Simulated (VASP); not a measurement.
AlN: single point with LDA

Crystal: AlN.

```
CELL_PARAMETERS angstrom
0.00000 2.00111 2.60144
2.00111 0.00000 2.60144
2.00111 2.00111 0.00000
ATOMIC_POSITIONS crystal
Al 0.00000 0.00000 0.00000
N 0.75000 0.75000 0.75000
```

This cell differs from its parent crystal: ratio of the length along z to the lengths across it x 1.3, volume and fractional coordinates fixed.

| Item | Value |
| --- | --- |
| Program | VASP 6.6.1 |
| Task | single point |
| Functional | LDA |
| Potentials or basis | VASP PAW LDA potentials, release 64 (Al, N) |
| Cutoff | 520 eV |
| k mesh | 10 × 10 × 10 |
| Occupations | gaussian, width 0.05 eV |
| Spin | no spin polarisation |

* Pressure: -6.6 GPa
* Band gap on the k mesh: 2.09 eV, indirect (least direct gap 2.78 eV)

Stress tensor (GPa, compression positive):
```
 16.88   0.00   0.00
  0.00  16.88   0.00
  0.00   0.00 -53.45
```

Levels at points of the mesh, in eV from the valence-band top:
| k point | band 2 | band 3 | band 4 | band 5 | band 6 | band 7 |
| --- | --- | --- | --- | --- | --- | --- |
| (0.00, 0.00, 0.00) | -2.05 | -0.25 | -0.25 | 2.53 | 10.68 | 11.49 |
| (0.50, 0.00, 0.00) | -6.87 | -2.73 | -0.09 | 3.82 | 8.76 | 10.85 |
| (0.50, 0.50, 0.00) | -7.67 | -1.16 | -1.16 | 3.63 | 9.25 | 10.30 |
| (0.50, 0.00, 0.50) | -5.07 | -3.40 | -3.15 | 2.09 | 6.01 | 10.01 |

It took 19 s on 1 thread of Intel Xeon 8259CL (shared host), peak memory 0.14 GiB.

 A k mesh can miss the band edges.
